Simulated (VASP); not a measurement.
# Zr in VASP: single point with PBEsol+D3(BJ)

Aim: the single point of Zr with PBEsol+D3(BJ).

Everything below comes from runs of VASP 6.6.1. Logs are shortened: lines on timing, memory, paths and dates and some standing lists are left out, and cuts for length are marked.

### 1 The cell of the first run

The cell holds a slab with vacuum, 3 atoms: a = 3.240 Å, b = 3.240 Å, c = 25.289 Å, α = 90.00°, β = 90.00°, γ = 120.00°.

### 2 Single point, PBEsol+D3(BJ)

The input, INCAR:

```
SYSTEM = Zr
PREC = Accurate
ENCUT = 400
EDIFF = 1E-6
ISMEAR = 1
SIGMA = 0.1
LREAL = .FALSE.
LASPH = .TRUE.
NELM = 120
ALGO = Normal
ISIF = 2
LWAVE = .FALSE.
LCHARG = .FALSE.
LDIPOL = .TRUE.
IDIPOL = 3
DIPOL = 0.5 0.5 0.373
GGA = PS
IVDW = 12
NBANDS = 25
GGA_COMPAT = .FALSE.
NELMDL = -8
```

The input, KPOINTS:

```
Automatic mesh
0
G
  12 12 1
  0 0 0
```

The input, POSCAR:

```
Zr
1.0
    3.2404418038      0.0000000000      0.0000000000
   -1.6202209019      2.8063049216      0.0000000000
    0.0000000000      0.0000000000     25.2891205147
Zr
3
Direct
    0.3333333333      0.6666666667      0.2767988707
    0.6666666667      0.3333333333      0.3711111148
    0.3333333333      0.6666666667      0.4699926397
```

Potentials or basis: VASP PAW PBE potentials, release 64 (Zr_sv).

Command:

```sh
$ cat potpaw_PBE.64/Zr_sv/POTCAR > POTCAR
$ mpirun -np 1 vasp_std > vasp.out
```

OUTCAR:

```text
SYSTEM = Zr
   PREC = Accurate
   ENCUT = 400
   EDIFF = 1E-6
   ISMEAR = 1
   LREAL = .FALSE.
   LASPH = .TRUE.
   NELM = 120
   ISIF = 2
   GGA = PS
   IVDW = 12
   NELMDL = -8
 IVDW          = 12

 ion  position               nearest neighbor table
   1  0.333  0.667  0.277-   2 3.03   2 3.03   2 3.03
   2  0.667  0.333  0.371-   1 3.03   1 3.03   1 3.03   3 3.12   3 3.12   3 3.12
   3  0.333  0.667  0.470-   2 3.12   2 3.12   2 3.12

  LATTYP: Found a hexagonal cell.
 ALAT       =     3.2404418038
 C/A-ratio  =     7.8042199323

  Lattice vectors:

 A1 = (   3.2404418038,   0.0000000000,   0.0000000000)
 A2 = (  -1.6202209019,   2.8063049216,   0.0000000000)
 A3 = (   0.0000000000,   0.0000000000,  25.2891205147)

Analysis of symmetry for initial positions (statically):
=====================================================================
 Subroutine PRICEL returns:
 Original cell was already a primitive cell.

 Routine SETGRP: Setting up the symmetry group for a
 hexagonal supercell.

 Subroutine GETGRP returns: Found  6 space group operations
 (whereof  6 operations were pure point group operations)
 out of a pool of 24 trial point group operations.

The static configuration has the point symmetry C_3v.

Analysis of symmetry for dynamics (positions and initial velocities):
=====================================================================
 Subroutine PRICEL returns:
 Original cell was already a primitive cell.

 Routine SETGRP: Setting up the symmetry group for a
 hexagonal supercell.

 Subroutine GETGRP returns: Found  6 space group operations
 (whereof  6 operations were pure point group operations)
 out of a pool of 24 trial point group operations.

The dynamic configuration has the point symmetry C_3v.

 Subroutine INISYM returns: Found  6 space group operations
 (whereof  6 operations are pure point group operations),
 and found     1 'primitive' translations

----------------------------------------------------------------------------------------

                                     Primitive cell

  volume of cell :     229.9709

  direct lattice vectors                    reciprocal lattice vectors
     3.240441804  0.000000000  0.000000000     0.308599895  0.178170232  0.000000000
    -1.620220902  2.806304922  0.000000000     0.000000000  0.356340465  0.000000000
     0.000000000  0.000000000 25.289120515     0.000000000  0.000000000  0.039542696

  length of vectors
     3.240441804  3.240441804 25.289120515     0.356340465  0.356340465  0.039542696

  position of ions in fractional coordinates (direct lattice)
     0.333333333  0.666666667  0.276798871
[... 82 lines left out ...]
   POTIM  = 0.5000    time-step for ionic-motion
   TEBEG  =    0.0;   TEEND  =   0.0 temperature during run
   PSTRESS=    0.0 pullay stress
   NELECT =      36.0000    total number of electrons
   NUPDOWN=      -1.0000    fix difference up-down
   EMIN   =  10.00;   EMAX   =-10.00  energy-range for DOS
   EFERMI =   0.00;   METHOD = LEGACY
   ISMEAR =     1;   SIGMA  =   0.10  broadening in eV -4-tet -1-fermi 0-gaus
   EFERMI_NEDOS =   21; number of points for ismear=-14 and -15
   IALGO  =     38    algorithm
   IMIX   =      4    mixing-type and parameters
     AMIX     =   0.40;   BMIX     =  1.00
     AMIX_MAG =   1.60;   BMIX_MAG =  1.00
  volume/ion in A,a.u.               =      76.66       517.31
  Fermi-wavevector in a.u.,A,eV,Ry     =   0.882304  1.667312 10.591587  0.778460
  Thomas-Fermi vector in A             =   2.002917
   LORBIT       =      0    0 simple, 1 ext, 2 COOP (PROOUT), +10 PAW based schemes
   GGA     = PS    functional components
   LHFCALC =     F    Hartree Fock is set to
   AEXX    =    0.0000 exact exchange contribution
   IVDW    =    12    specifies the selected vdW correction
   LEPSILON=     F    determine dielectric tensor
   LRPA    =     F    only Hartree local field effects (RPA)
 non-spin polarized calculation
 Methfessel and Paxton  Order N= 1 SIGMA  =   0.10
  energy-cutoff  :      400.00
  volume of cell :      229.97
 maximum number of plane-waves:      4196
 NGX is ok and might be reduce to    24
   NGX = 11   NGY = 11   NGZ = 83

 dipolmoment           0.000000      0.000000      0.002582 electrons x Angstroem

 number of electron      36.0000000 magnetization

 dipolmoment           0.000000      0.000000     -0.004595 electrons x Angstroem

 Free energy of the ion-electron system (eV)
  ---------------------------------------------------
  ext. energy  EPLUGINS =         0.00000000
  ---------------------------------------------------
  free energy    TOTEN  =       -25.23128823 eV

  energy without entropy =      -25.22954501  energy(sigma->0) =      -25.23070716

 E-fermi :  -0.2063     XC(G=0):  -4.1605

 val. band max:       -0.2105293624   @ k =   0.0833  -0.0000   0.0000
 cond. band min:      -0.2010190956   @ k =   0.2500  -0.0000   0.0000
 fundamental gap:      0.0095102668
 Fermi energy:        -0.2063341167

 k-point     1 :       0.0000    0.0000    0.0000
  band No.  band energies     occupation
      1     -49.0275      2.00000
      2     -48.9846      2.00000
      3     -48.4906      2.00000
      4     -27.4016      2.00000
      5     -27.1472      2.00000
      6     -26.6895      2.00000
[... 521 lines left out ...]
     24       3.2535      0.00000
     25       3.5719      0.00000

------------------------ aborting loop because EDIFF is reached ----------------------------------------

 vacuum level on the upper side and lower side of the slab       (xc-potential included)        -0.053         0.037

 Edisp (eV)   -1.09167

 E8    (eV) :    -0.8241

  FORCE on cell =-STRESS in cart. coord.  units (eV):
  Direction    XX          YY          ZZ          XY          YZ          ZX
  --------------------------------------------------------------------------------------
  -------------------------------------------------------------------------------------
  Total      -4.35245    -4.35245    -0.80736     0.00000     0.00000    -0.00000
  in kB     -30.32298   -30.32298    -5.62477     0.00000     0.00000    -0.00000
  external pressure =      -22.09 kB  Pullay stress =        0.00 kB

 VOLUME and BASIS-vectors are now :
 -----------------------------------------------------------------------------
  energy-cutoff  :      400.00
  volume of cell :      229.97
      direct lattice vectors                 reciprocal lattice vectors
     3.240441804  0.000000000  0.000000000     0.308599895  0.178170232  0.000000000
    -1.620220902  2.806304922  0.000000000     0.000000000  0.356340465  0.000000000
     0.000000000  0.000000000 25.289120515     0.000000000  0.000000000  0.039542696

 POSITION                                       TOTAL-FORCE (eV/Angst)
 -----------------------------------------------------------------------------------
     -0.00000      1.87087      7.00000        -0.000000     -0.000000     -0.043510
      1.62022      0.93543      9.38507        -0.000000      0.000000      0.356494
     -0.00000      1.87087     11.88570         0.000000     -0.000000     -0.312985
 -----------------------------------------------------------------------------------
    total drift:                                0.000000     -0.000000      0.000052

  FREE ENERGIE OF THE ION-ELECTRON SYSTEM (eV)
  ---------------------------------------------------
  free  energy   TOTEN  =       -26.3229571006 eV

  energy  without entropy=      -26.3212138747  energy(sigma->0) =      -26.32237603

 vacuum level on the upper side and lower side of the slab         3.964         4.107
```

stdout:

```text
POSCAR found type information on POSCAR Zr
 POSCAR found :  1 types and       3 ions
 scaLAPACK will be used
 -----------------------------------------------------------------------------
|                                                                             |
|                                                                             |
|     You enforced a specific xc type in the INCAR file but a different       |
|     I HOPE YOU KNOW WHAT YOU ARE DOING!                                     |
|                                                                             |
 -----------------------------------------------------------------------------

 LDA part: xc-table for (Slater+PW92), standard interpolation
 POSCAR, INCAR and KPOINTS ok, starting setup
 FFT: planning ... GRIDC
 FFT: planning ... GRID_SOFT
 FFT: planning ... GRID
 WAVECAR not read
 entering main loop
```

It took 2.9 min on 1 thread of Intel Xeon 8259CL, shared host; peak memory 0.3 GiB.

Results:

- Free energy: -26.3230 eV
- Largest force: 0.356 eV/Å
- Band gap on the k mesh: zero (bands 18 and 19 overlap by 1.13 eV)
- Dispersion energy per atom: -0.364 eV

Forces in eV/Å, atoms in the order of the input:
```
Zr   0.000  0.000 -0.044
Zr   0.000  0.000  0.356
Zr   0.000  0.000 -0.313
```

Caveat: the PAW data sets were made with another functional, which shifts forces and pressure a little.
